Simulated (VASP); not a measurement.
Set up this calculation in VASP 6.6.1, as the native input.

```yaml
Task: single point
Functional: r2SCAN
Potentials_or_basis: VASP PAW PBE potentials, release 64 (C_h, Si)
Cutoff: 910 eV
k_mesh: 9 × 9 × 4
Occupations: gaussian, width 0.01 eV
Spin: no spin polarisation
Dipole_correction: no
Second_run: hard_potentials
Further_INCAR_settings: ALGO = Normal; EDIFF = 1e-06; NBANDS = 21
```

The system is SiC5.

```
C Si
1.0
     2.75171    0.00000    0.00000
    -1.37585    2.38305    0.00000
     0.00000    0.00000    6.81191
C Si
5 1
Direct
  0.00000 0.00000 0.97209
  0.66667 0.33333 0.66968
  0.33333 0.66667 0.36564
  0.66667 0.33333 0.89629
  0.33333 0.66667 0.59295
  0.00000 0.00000 0.25335
```

This cell differs from its parent crystal: volume changed by +3%.

The input as run:

POSCAR

```
SiC5
1.0
    2.7517095241      0.0000000000      0.0000000000
   -1.3758547620      2.3830503517      0.0000000000
    0.0000000000      0.0000000000      6.8119125663
C Si
5 1
Direct
    0.0000000000      0.0000000000     -0.0279056134
    0.6666666667      0.3333333333      0.6696755148
    0.3333333333      0.6666666667      0.3656409587
    0.6666666667      0.3333333333      0.8962861346
    0.3333333333      0.6666666667      0.5929510660
    0.0000000000      0.0000000000      0.2533519394
```

INCAR.step1

```
SYSTEM = SiC5
  ALGO = Normal
  EDIFF = 1E-5
  ENCUT = 910
  GGA = PE
  GGA_COMPAT = .False.
  ISMEAR = 0
  LASPH = .True.
  LCHARG = .False.
  LREAL = .False.
  LWAVE = .True.
  NBANDS = 21
  NELM = 120
  PREC = Accurate
  SIGMA = 0.01
```

INCAR.step2

```
SYSTEM = SiC5
  ALGO = Normal
  EDIFF = 1E-6
  ENCUT = 910
  GGA_COMPAT = .False.
  ISIF = 2
  ISMEAR = 0
  ISTART = 1
  LASPH = .True.
  LCHARG = .False.
  LMIXTAU = .True.
  LREAL = .False.
  LWAVE = .False.
  METAGGA = R2SCAN
  NBANDS = 21
  NELM = 120
  PREC = Accurate
  SIGMA = 0.01
```

KPOINTS

```
k-points
0
Gamma
  9 9 4
  0 0 0
```

Potentials or basis: VASP PAW PBE potentials, release 64 (C_h, Si).

Command:

```bash
$ cat potpaw_PBE.64/C_h/POTCAR potpaw_PBE.64/Si/POTCAR > POTCAR
$ cp INCAR.step1 INCAR
$ mpirun -np 1 vasp_std > vasp.out
$ cp INCAR.step2 INCAR
$ mpirun -np 1 vasp_std > vasp.out
```

Results of the run:

```
Pressure               : -9.8 GPa
Largest force          : 0.310 eV/Å
Band gap on the k mesh : 1.85 eV, indirect (least direct gap 3.67 eV)
```

Caveat: the cutoff is under 1.25 times the usual one of these potentials, so pressure, stress and relaxed cells hold a basis-set (Pulay) error; the PAW data sets were made with another functional, which shifts forces and pressure a little.

Wall time 5.8 min on 1 thread of Intel(R) Xeon(R) Platinum 8259CL CPU @ 2.50GHz (Skylake/Cascade Lake) (shared host), peak memory 0.27 GiB.
